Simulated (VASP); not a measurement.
Runs of VASP 6.6.1 on Hf2TaN2. The structure is that of space group P-3m1 (No. 164), or close to it. The cells are those of the table. 

```tsv
task	cell	k mesh	cutoff (eV)	gap on the mesh (eV)	pressure (GPa)	relaxed volume (Å³/atom)	largest force (eV/Å)
single point	a = 3.402, b = 3.402, c = 8.377 Å, angles 90.0, 90.0, 120.0°, 5 atoms	12 × 12 × 6	520	none	-0.8	-	(a)
single point	a = 3.399, b = 3.399, c = 8.380 Å, angles 90.0, 90.0, 120.0°, 5 atoms	6 × 6 × 4	520	none	-0.8	-	(b)
relaxation of cell and atoms	relaxed from a = 3.512, b = 3.512, c = 6.254 Å, angles 90.0, 90.0, 120.0°, 5 atoms	6 × 6 × 4	600	none	0.0	16.57	0.01
relaxation of cell and atoms	relaxed from a = 3.399, b = 3.399, c = 8.380 Å, angles 90.0, 90.0, 120.0°, 5 atoms	12 × 12 × 6	600	none	-0.1	16.73	0.01
single point	a = 3.512, b = 3.512, c = 6.254 Å, angles 90.0, 90.0, 120.0°, 5 atoms	6 × 6 × 4	520	none	34.1	-	2.56
```

Alike in all rows: level PBE; potentials or basis VASP PAW PBE potentials, release 64 (Hf_pv, Ta_pv, N); no spin polarisation; smearing gaussian 0.1 eV.

**Question.** Fill in the values left out.

**Answer.** (a) 0.11; (b) 0.09.

Caveats: spin-orbit coupling is left out, which moves the levels of the heavy elements; the volume moved by over 15 % at a fixed basis, so the end points are rough (some runs); forces of over 1 eV/Å act on the atoms, so gaps and moduli don't describe the material at rest (some runs).

A k mesh can miss the band edges, and the runs leave out spin-orbit coupling on Hf, Ta.

A gap of «none» marks levels without a gap at the run's occupations.
